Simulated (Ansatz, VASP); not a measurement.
## MgI2: VASP beside Ansatz

File INCAR:

```
SYSTEM = MgI2
  ALGO = Normal
  EDIFF = 1E-6
  ENCUT = 520
  GGA = PE
  ISIF = 2
  ISMEAR = 0
  LASPH = .True.
  LCHARG = .False.
  LREAL = .False.
  LWAVE = .False.
  NBANDS = 15
  NELM = 100
  PREC = Accurate
  SIGMA = 0.1
```

The input KPOINTS:

```
k-points
0
Gamma
  6 6 6
  0 0 0
```

Contents of POSCAR:

```
MgI2
1.0
    2.1528137173      1.2429275792      6.5020481438
   -2.1528137173      1.2429275792      6.5020481438
    0.0000000000     -2.4858551584      6.5020481438
Mg I
1 2
Direct
    0.0000000000      0.0000000000      0.0000000000
    0.7500000000      0.7500000000      0.7500000000
    0.2500000000      0.2500000000      0.2500000000
```

Input for Ansatz:

```yaml
crystal:
  lattice:
    - [2.1528137173, 1.2429275792, 6.5020481438]
    - [-2.1528137173, 1.2429275792, 6.5020481438]
    - [0.0, -2.4858551584, 6.5020481438]
  atoms:
    - { symbol: Mg, position: [0.0, 0.0, 0.0] }
    - { symbol: I, position: [0.75, 0.75, 0.75] }
    - { symbol: I, position: [0.25, 0.25, 0.25] }
basis:
  ecutwfc: 420
kpoints:
  mp_grid: { grid: [6, 6, 6] }
hamiltonian:
  xc: pbe
scf:
  occupations: { method: gaussian, width: 0.1 }
  lower_state_search: "off"
output:
  forces: true
  stress: true
  eigenvalues: true
```

Alike in both runs: task single point; functional PBE; k mesh 6 × 6 × 6; occupations gaussian, width 0.1 eV; no spin polarisation.

|  | VASP | Ansatz |
| --- | --- | --- |
| version | VASP 6.6.1 | Ansatz 0.2.0 |
| potentials or method | VASP PAW PBE potentials, release 64 (Mg, I), cutoff 520 eV | scalar-relativistic, plane waves, PAW |
| valence electrons in the cell | 16 | 44 |

Ansatz gave:

| Item | Value |
| --- | --- |
| gap on the k mesh at the Fermi level (eV) | 2.77 |
| least direct gap on the mesh (eV) | 3.02 |
| pressure (GPa) | 0.0 |
| traceless stress, the component that is largest in VASP (GPa) | 1.52 |
| rms of the force components (eV/Å) | 0.071 |

Q: What did VASP give for the same quantities?

A: gap on the k mesh at the Fermi level (eV): 2.75; least direct gap on the mesh (eV): 3.00; pressure (GPa): 0.0; traceless stress, the component that is largest in VASP (GPa): 1.53; rms of the force components (eV/Å): 0.075.

Atom by atom the forces differ by 0.004 eV/Å (rms over components). VASP's potentials hold 16 valence electrons a cell and Ansatz's 44, so a difference there can come from the potentials and not from the codes.

Spin-orbit coupling is off throughout.
